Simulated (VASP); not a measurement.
A run of VASP 6.6.1 is set up as follows.

INCAR

```
SYSTEM = BN
PREC = Accurate ; ENCUT = 520
EDIFF = 1E-6 ; ISMEAR = 0
SIGMA = 0.01 ; LREAL = .False.
LASPH = .True. ; NELM = 60
ALGO = Normal ; ISIF = 2
LWAVE = .False. ; LCHARG = .True.
GGA = PS ; LELF = .True.
LVHAR = .True. ; NBANDS = 16
```

File KPOINTS:

```
regular mesh
0
Gamma
  9 9 6
  0 0 0
```

POSCAR

```
BN
1.0
    2.5420668336      0.0000000000      0.0000000000
   -1.2710334168      2.2014944560      0.0000000000
    0.0000000000      0.0000000000      4.1606277790
B N
2 2
Direct
    0.3333333333      0.6666666667     -0.0003399502
    0.6666666667      0.3333333333      0.4996600498
    0.3333333333      0.6666666667      0.3743399502
    0.6666666667      0.3333333333      0.8743399502
```

Potentials or basis: VASP PAW PBE potentials, release 64 (B, N).

The run is started by

```sh
$ cat potpaw_PBE.64/B/POTCAR potpaw_PBE.64/N/POTCAR > POTCAR
$ mpirun -np 1 vasp_std > vasp.out
```

Problem. Estimate the band gap on the k mesh.

Solution. 4.98 eV, indirect (least direct gap 8.20 eV).

Problem. Predict the pressure.

Solution. 4.4 GPa.

Stress tensor (GPa, compression positive):
```
 0.85  0.00  0.00
 0.00  0.85  0.00
 0.00  0.00 11.61
```

Caveat: the PAW data sets were made with another functional, which shifts forces and pressure a little. As with any semilocal functional, this PBEsol gap is likely too small.
